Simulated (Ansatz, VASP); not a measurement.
# Two plane-wave programs on TaN

Contents of INCAR:

```
SYSTEM = TaN
PREC = Accurate
ENCUT = 520
EDIFF = 1E-8
ISMEAR = -1
SIGMA = 0.01
LREAL = .FALSE.
LASPH = .TRUE.
NELM = 60
ALGO = Normal
ISIF = 2
LWAVE = .FALSE.
LCHARG = .FALSE.
GGA = PE
LEFG = .TRUE.
NBANDS = 33
```

The input KPOINTS:

```
regular mesh
0
G
  6 6 9
  0 0 0
```

POSCAR

```
TaN
1.0
    5.1960008669      0.0000000000      0.0000000000
   -2.5980004334      4.4998687488      0.0000000000
    0.0000000000      0.0000000000      2.8236700000
Ta N
3 3
Direct
    0.3333333333      0.6666666667      0.5000000000
    0.6666666667      0.3333333333      0.5000000000
    0.0000000000      0.0000000000      0.0000000000
    0.3928500000      0.0000000000      0.0000000000
    0.6071500000      0.6071500000      0.0000000000
    0.0000000000      0.3928500000      0.0000000000
```

Input for Ansatz:

```yaml
crystal:
  lattice:
    - [5.1960008669, 0.0, 0.0]
    - [-2.5980004334, 4.4998687488, 0.0]
    - [0.0, 0.0, 2.82367]
  atoms:
    - { symbol: Ta, position: [0.3333333333, 0.6666666667, 0.5] }
    - { symbol: Ta, position: [0.6666666667, 0.3333333333, 0.5] }
    - { symbol: Ta, position: [0.0, 0.0, 0.0] }
    - { symbol: "N", position: [0.39285, 0.0, 0.0] }
    - { symbol: "N", position: [0.60715, 0.60715, 0.0] }
    - { symbol: "N", position: [0.0, 0.39285, 0.0] }
kpoints:
  mp_grid: { grid: [6, 6, 9] }
scf:
  occupations: { method: fermi_dirac, width: 0.01 }
hamiltonian:
  xc: pbe
  pseudopotentials: { kind: paw }
output:
  forces: true
  stress: true
  eigenvalues: true
  efg: { contact_densities: true }
```

Change from the starting cell: zz strain of -3 %, PAW files.

Alike in both runs: task electric field gradients; functional PBE; k mesh 6 × 6 × 9; occupations fermi-dirac, width 0.01 eV; no spin polarisation.

|  | VASP | Ansatz |
| --- | --- | --- |
| version | VASP 6.6.1 | Ansatz 0.2.0 |
| potentials or method | VASP PAW PBE potentials, release 64 (Ta_pv, N) | PAW with Ansatz's default frozen-core files, scalar-relativistic |
| plane-wave cutoff (eV) | 520 | 420 |
| valence electrons in the cell | 48 | 54 |

|  | VASP | Ansatz | Ansatz less VASP |
| --- | --- | --- | --- |
| pressure (GPa) | 17.3 | 16.4 | -0.89 |
| traceless stress, the component that is largest in VASP (GPa) | 10.39 | 10.42 | +0.029 |
| rms of the force components (eV/Å) | 0.011 | 0.013 | +0.0016 |
| size of Vzz on the site where it differs most (V/Å²) | 151.8 | 102.6 | -49.16 |

Atom by atom the forces differ by 0.002 eV/Å (rms over components). VASP's potentials hold 48 valence electrons a cell and Ansatz's 54, so a difference there can come from the potentials and not from the codes.

Neither program's run includes spin-orbit coupling.
